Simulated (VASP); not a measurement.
# ZnS in VASP: single point with PBE

Aim: the single point of ZnS with PBE.

Program: VASP 6.6.1. These are calculated values, not measurements. Logs are shortened: lines on timing, memory, paths and dates and some standing lists are left out, and cuts for length are marked.

### Step 1. The cell of the first run

The cell holds a slab with vacuum, 16 atoms: a = 7.691 Å, b = 6.305 Å, c = 20.440 Å, α = 90.00°, β = 90.00°, γ = 90.00°.

### Step 2. Single point, PBE

Input file INCAR:

```
SYSTEM = ZnS
ALGO = Normal
DIPOL = 0.5 0.5 0.499
EDIFF = 1E-6
ENCUT = 520
GGA = PE
IDIPOL = 3
ISIF = 2
ISMEAR = 0
LASPH = .TRUE.
LCHARG = .TRUE.
LDIPOL = .TRUE.
LELF = .TRUE.
LREAL = Auto
LVACPOTAV = .TRUE.
LVHAR = .TRUE.
LWAVE = .FALSE.
NBANDS = 86
NELM = 60
PREC = Accurate
SIGMA = 0.05
```

Input file KPOINTS:

```
k-points
0
G
  2 3 1
  0 0 0
```

Input file POSCAR:

```
ZnS
1.0
    7.6909859768      0.0000000000      0.0000000000
    0.0000000000      6.3053333094      0.0000000000
    0.0000000000      0.0000000000     20.4403928241
Zn S
8 8
Direct
    0.5000000000      0.9947802099      0.3913819108
    0.0000000000      0.9947802099      0.3913819108
    0.7500000000      0.4947802099      0.4456909554
    0.2500000000      0.4947802099      0.4456909554
    0.7500000000      0.9903015872      0.5597723830
    0.2500000000      0.9903015872      0.5597723830
    0.0000000000      0.4372028275      0.5852290740
    0.5000000000      0.4372028275      0.5852290740
    0.5000000000      0.6202197901      0.3913819108
    0.0000000000      0.6202197901      0.3913819108
    0.7500000000      0.1202197901      0.4456909554
    0.2500000000      0.1202197901      0.4456909554
    0.7500000000      0.6129270756      0.5580608176
    0.2500000000      0.6129270756      0.5580608176
    0.0000000000      0.0971296229      0.6135988684
    0.5000000000      0.0971296229      0.6135988684
```

Potentials or basis: VASP PAW PBE potentials, release 64 (Zn, S).

Command:

```console
$ cat potpaw_PBE.64/Zn/POTCAR potpaw_PBE.64/S/POTCAR > POTCAR
$ mpirun -np 1 vasp_std > vasp.out
```

OUTCAR:

```text
SYSTEM = ZnS
   EDIFF = 1E-6
   ENCUT = 520
   GGA = PE
   ISIF = 2
   ISMEAR = 0
   LASPH = .TRUE.
   LREAL = Auto
   NELM = 60
   PREC = Accurate

 ion  position               nearest neighbor table
   1  0.500  0.995  0.391-  11 2.36  12 2.36   9 2.36
   2  0.000  0.995  0.391-  11 2.36  12 2.36  10 2.36
   3  0.750  0.495  0.446-   9 2.36  10 2.36  11 2.36  13 2.41
   4  0.250  0.495  0.446-   9 2.36  10 2.36  12 2.36  14 2.41
   5  0.750  0.990  0.560-  15 2.32  16 2.32  13 2.38  11 2.47
   6  0.250  0.990  0.560-  15 2.32  16 2.32  14 2.38  12 2.47
   7  0.000  0.437  0.585-  15 2.22  14 2.29  13 2.29
   8  0.500  0.437  0.585-  16 2.22  14 2.29  13 2.29
   9  0.500  0.620  0.391-   3 2.36   4 2.36   1 2.36
  10  0.000  0.620  0.391-   3 2.36   4 2.36   2 2.36
  11  0.750  0.120  0.446-   1 2.36   2 2.36   3 2.36   5 2.47
  12  0.250  0.120  0.446-   1 2.36   2 2.36   4 2.36   6 2.47
  13  0.750  0.613  0.558-   7 2.29   8 2.29   5 2.38   3 2.41
  14  0.250  0.613  0.558-   7 2.29   8 2.29   6 2.38   4 2.41
  15  0.000  0.097  0.614-   7 2.22   6 2.32   5 2.32
  16  0.500  0.097  0.614-   8 2.22   6 2.32   5 2.32

  LATTYP: Found a simple orthorhombic cell.
 ALAT       =     6.3053333094
 B/A-ratio  =     1.2197588295
 C/A-ratio  =     3.2417624606

  Lattice vectors:

 A1 = (   0.0000000000,  -6.3053333094,   0.0000000000)
 A2 = (   7.6909859768,   0.0000000000,   0.0000000000)
 A3 = (   0.0000000000,   0.0000000000,  20.4403928241)

Analysis of symmetry for initial positions (statically):
=====================================================================
 Subroutine PRICEL returns following result:

  LATTYP: Found a simple orthorhombic cell.
 ALAT       =     3.8454929884
 B/A-ratio  =     1.6396683932
 C/A-ratio  =     5.3154154450

  Lattice vectors:

 A1 = (   3.8454929884,   0.0000000000,   0.0000000000)
 A2 = (   0.0000000000,   6.3053333094,   0.0000000000)
 A3 = (   0.0000000000,   0.0000000000,  20.4403928241)

   2 primitive cells build up your supercell.

 Routine SETGRP: Setting up the symmetry group for a
 simple orthorhombic supercell.

 Subroutine GETGRP returns: Found  2 space group operations
 (whereof  2 operations were pure point group operations)
 out of a pool of  8 trial point group operations.

The static configuration has the point symmetry C_1h.

Analysis of symmetry for dynamics (positions and initial velocities):
=====================================================================
 Subroutine PRICEL returns following result:

  LATTYP: Found a simple orthorhombic cell.
 ALAT       =     3.8454929884
 B/A-ratio  =     1.6396683932
 C/A-ratio  =     5.3154154450

  Lattice vectors:

 A1 = (   3.8454929884,   0.0000000000,   0.0000000000)
 A2 = (   0.0000000000,   6.3053333094,   0.0000000000)
 A3 = (   0.0000000000,   0.0000000000,  20.4403928241)

   2 primitive cells build up your supercell.

 Routine SETGRP: Setting up the symmetry group for a
 simple orthorhombic supercell.

 Subroutine GETGRP returns: Found  2 space group operations
 (whereof  2 operations were pure point group operations)
 out of a pool of  8 trial point group operations.

The dynamic configuration has the point symmetry C_1h.

 Subroutine INISYM returns: Found  2 space group operations
 (whereof  2 operations are pure point group operations),
 and found     2 'primitive' translations

----------------------------------------------------------------------------------------

                                     Primitive cell

  volume of cell :     495.6206

  direct lattice vectors                    reciprocal lattice vectors
     3.845492988  0.000000000  0.000000000     0.260044682  0.000000000  0.000000000
     0.000000000  6.305333309  0.000000000     0.000000000  0.158595898  0.000000000
     0.000000000  0.000000000 20.440392824     0.000000000  0.000000000  0.048922739

  length of vectors
     3.845492988  6.305333309 20.440392824     0.260044682  0.158595898  0.048922739

  position of ions in fractional coordinates (direct lattice)
     0.000000000  0.994780210  0.391381911
     0.500000000  0.494780210  0.445690955
     0.500000000  0.990301587  0.559772383
     0.000000000  0.437202828  0.585229074
     0.000000000  0.620219790  0.391381911
     0.500000000  0.120219790  0.445690955
     0.500000000  0.612927076  0.558060818
     0.000000000  0.097129623  0.613598868

  ion indices of the primitive-cell ions
   primitive index   ion index
                 1           1
                 2           3
                 3           5
                 4           8
                 5           9
                 6          11
                 7          13
                 8          16

----------------------------------------------------------------------------------------

 KPOINTS: k-points

Automatic generation of k-mesh.
 Grid dimensions read from file:
 generate k-points for:    2    3    1

 Generating k-lattice:

  Cartesian coordinates                     Fractional coordinates (reciprocal lattice)
     0.065011170  0.000000000  0.000000000     0.500000000  0.000000000  0.000000000
     0.000000000  0.052865299  0.000000000     0.000000000  0.333333333  0.000000000
     0.000000000  0.000000000  0.048922739     0.000000000  0.000000000  1.000000000

  Length of vectors
     0.065011170  0.052865299  0.048922739

  Shift w.r.t. Gamma in fractional coordinates (k-lattice)
     0.000000000  0.000000000  0.000000000

 Subroutine IBZKPT returns following result:
 ===========================================

 Found      4 irreducible k-points:

 Following reciprocal coordinates:
            Coordinates               Weight
  0.000000  0.000000  0.000000      1.000000
  0.500000  0.000000  0.000000      1.000000
  0.000000  0.333333  0.000000      2.000000
  0.500000  0.333333  0.000000      2.000000
   k-points           NKPTS =      4   k-points in BZ     NKDIM =      4   number of bands    NBANDS=     86
   number of dos      NEDOS =    301   number of ions     NIONS =     16
   total plane-waves  NPLWV = 460800
   dimension x,y,z NGX =    60 NGY =   48 NGZ =  160
   dimension x,y,z NGXF=   120 NGYF=   96 NGZF=  320
   ions per type =               8   8
   NGX,Y,Z   is equivalent  to a cutoff of  12.97, 12.66, 13.01 a.u.
   NGXF,Y,Z  is equivalent  to a cutoff of  25.94, 25.31, 26.03 a.u.
 SYSTEM =  ZnS
   PREC   = accura    normal or accurate (medium, high low for compatibility)
   ISTART =      0    job   : 0-new  1-cont  2-samecut
   ICHARG =      2    charge: 1-file 2-atom 10-const
   ISPIN  =      1    spin polarized calculation?
   LNONCOLLINEAR =      F non collinear calculations
   LSORBIT =      F    spin-orbit coupling
   LASPH  =      T    aspherical Exc in radial PAW
   ENCUT  =  520.0 eV  38.22 Ry    6.18 a.u.  14.30 11.72 38.01*2*pi/ulx,y,z
   NELM   =     60;   NELMIN=  2; NELMDL= -5     # of ELM steps
   EDIFF  = 0.1E-05   stopping-criterion for ELM
   LREAL  =      T    real-space projection
   EDIFFG = 0.1E-04   stopping-criterion for IOM
   NSW    =      0    number of steps for IOM
   IBRION =     -1    ionic relax: 0-MD 1-quasi-New 2-CG
   NFREE  =      0    steps in history (QN), initial steepest desc. (CG)
   ISIF   =      2    stress and relaxation
   ISYM   =      2    0-nonsym 1-usesym 2-fastsym
   POTIM  = 0.5000    time-step for ionic-motion
   TEBEG  =    0.0;   TEEND  =   0.0 temperature during run
   PSTRESS=    0.0 pullay stress
   NELECT =     144.0000    total number of electrons
   NUPDOWN=      -1.0000    fix difference up-down
   EMIN   =  10.00;   EMAX   =-10.00  energy-range for DOS
   EFERMI =   0.00;   METHOD = LEGACY
   ISMEAR =     0;   SIGMA  =   0.05  broadening in eV -4-tet -1-fermi 0-gaus
   EFERMI_NEDOS =   21; number of points for ismear=-14 and -15
   IALGO  =     38    algorithm
   IMIX   =      4    mixing-type and parameters
     AMIX     =   0.40;   BMIX     =  1.00
     AMIX_MAG =   1.60;   BMIX_MAG =  1.00
  volume/ion in A,a.u.               =      61.95       418.08
  Fermi-wavevector in a.u.,A,eV,Ry     =   0.860602  1.626303 10.076972  0.740637
  Thomas-Fermi vector in A             =   1.978132
   LORBIT       =      0    0 simple, 1 ext, 2 COOP (PROOUT), +10 PAW based schemes
   GGA     = PE    functional components
   LHFCALC =     F    Hartree Fock is set to
   AEXX    =    0.0000 exact exchange contribution
   IVDW    =     0    specifies the selected vdW correction
   LEPSILON=     F    determine dielectric tensor
   LRPA    =     F    only Hartree local field effects (RPA)
 non-spin polarized calculation
 Gauss-broadening in eV      SIGMA  =   0.05
  energy-cutoff  :      520.00
  volume of cell :      991.24
 maximum number of plane-waves:     26718
 NGX is ok and might be reduce to    60
   NGX = 29   NGY = 23   NGZ = 77

 dipolmoment           0.000000      0.000000     -0.000002 electrons x Angstroem

 number of electron     143.9999933 magnetization

 dipolmoment           0.000000      0.000000      0.131149 electrons x Angstroem

 Free energy of the ion-electron system (eV)
  ---------------------------------------------------
  ext. energy  EPLUGINS =         0.00000000
  ---------------------------------------------------
  free energy    TOTEN  =       -51.47435377 eV

  energy without entropy =      -51.47435377  energy(sigma->0) =      -51.47435377

 E-fermi :  -2.8280     XC(G=0):  -3.7137

 val. band max:       -3.0629838200   @ k =   0.0000   0.0000   0.0000
 cond. band min:      -1.4261368456   @ k =   0.0000   0.0000   0.0000
 fundamental gap:      1.6368469743
 Fermi energy:        -2.8279648476

 k-point     1 :       0.0000    0.0000    0.0000
  band No.  band energies     occupation
      1     -16.0049      2.00000
      2     -15.5456      2.00000
      3     -15.4838      2.00000
      4     -15.1810      2.00000
      5     -14.9249      2.00000
      6     -14.7512      2.00000
[... 76 lines left out ...]
     83       1.8374      0.00000
     84       2.2419      0.00000

 k-point     2 :       0.5000    0.0000    0.0000
  band No.  band energies     occupation
      1     -15.7708      2.00000
      2     -15.7708      2.00000
      3     -15.3725      2.00000
      4     -15.3725      2.00000
      5     -14.8249      2.00000
      6     -14.8249      2.00000
[... 76 lines left out ...]
     83       2.2221      0.00000
     84       2.2221      0.00000

 k-point     3 :       0.0000    0.3333    0.0000
  band No.  band energies     occupation
      1     -15.8557      2.00000
      2     -15.5766      2.00000
      3     -15.4156      2.00000
      4     -15.2383      2.00000
      5     -15.0201      2.00000
      6     -14.7406      2.00000
[... 76 lines left out ...]
     83       1.7553      0.00000
     84       2.2542      0.00000

 k-point     4 :       0.5000    0.3333    0.0000
  band No.  band energies     occupation
      1     -15.6510      2.00000
      2     -15.6510      2.00000
      3     -15.4151      2.00000
      4     -15.4151      2.00000
      5     -14.8802      2.00000
      6     -14.8802      2.00000
[... 76 lines left out ...]
     83       2.4836      0.00000
     84       2.4836      0.00000
 [bands above 84 left out]

------------------------ aborting loop because EDIFF is reached ----------------------------------------

  FORCE on cell =-STRESS in cart. coord.  units (eV):
  Direction    XX          YY          ZZ          XY          YZ          ZX
  --------------------------------------------------------------------------------------
  -------------------------------------------------------------------------------------
  Total       -1.1287753     -2.6513823     -2.2053511      0.0000000      1.4256512      0.0000000
  in kB       -1.8244786     -4.2855211     -3.5645853      0.0000000      2.3043293      0.0000000
  external PRESSURE =      -3.2248617 kB  Pullay stress =       0.0000000 kB

 VOLUME and BASIS-vectors are now :
 -----------------------------------------------------------------------------
  energy-cutoff  :      520.00
  volume of cell :      991.24
      direct lattice vectors                 reciprocal lattice vectors
     7.690985977  0.000000000  0.000000000     0.130022341  0.000000000  0.000000000
     0.000000000  6.305333309  0.000000000     0.000000000  0.158595898  0.000000000
     0.000000000  0.000000000 20.440392824     0.000000000  0.000000000  0.048922739

 POSITION                                       TOTAL-FORCE (eV/Angst)
 -----------------------------------------------------------------------------------
      3.84549      6.27242      8.00000        -0.000000     -0.982298      1.268492
      0.00000      6.27242      8.00000        -0.000000     -0.982298      1.268492
      5.76824      3.11975      9.11010        -0.000000      0.556797     -0.414884
      1.92275      3.11975      9.11010        -0.000000      0.556797     -0.414884
      5.76824      6.24418     11.44197        -0.000000     -0.002316     -0.008521
      1.92275      6.24418     11.44197         0.000000     -0.002316     -0.008521
[... 8 lines left out ...]
      0.00000      0.61243     12.54220        -0.000000     -0.011713      0.021495
      3.84549      0.61243     12.54220        -0.000000     -0.011713      0.021495
 -----------------------------------------------------------------------------------
    total drift:                                0.000000     -0.001631      0.016570

  FREE ENERGIE OF THE ION-ELECTRON SYSTEM (eV)
  ---------------------------------------------------
  free  energy   TOTEN  =       -51.4743537669 eV

  energy  without entropy=      -51.4743537669  energy(sigma->0) =      -51.47435377

 vacuum level on the upper side and lower side of the slab         2.702         2.213
```

Wall time 12 min (1 thread of Intel Xeon Platinum 8259CL at 2.50GHz (Skylake/Cascade Lake), shared host); peak memory 0.95 GiB.

Results:

| Quantity | Value |
| --- | --- |
| Free energy | -51.4744 eV |
| Largest force | 1.604 eV/Å |
| Band gap on the k mesh | 1.64 eV |

Forces in eV/Å, atoms in the order of the input:
```
Zn   0.000 -0.982  1.268
Zn   0.000 -0.982  1.268
Zn   0.000  0.557 -0.415
Zn   0.000  0.557 -0.415
Zn   0.000 -0.002 -0.009
Zn   0.000 -0.002 -0.009
Zn   0.000 -0.002  0.003
Zn   0.000 -0.002  0.003
S    0.000  0.304 -0.245
S    0.000  0.304 -0.245
S    0.000  0.129 -0.628
S    0.000  0.129 -0.628
S    0.000  0.009  0.003
S    0.000  0.009  0.003
S    0.000 -0.012  0.021
S    0.000 -0.012  0.021
```

Levels at points of the mesh, in eV from the valence-band top:
| k point | band 69 | band 70 | band 71 | band 72 | band 73 | band 74 | band 75 | band 76 |
| --- | --- | --- | --- | --- | --- | --- | --- | --- |
| (0.00, 0.00, 0.00) | -0.59 | -0.47 | -0.33 | 0.00 | 1.64 | 2.37 | 2.84 | 3.72 |
| (0.50, 0.00, 0.00) | -0.93 | -0.93 | -0.39 | -0.39 | 2.21 | 2.21 | 3.73 | 3.73 |
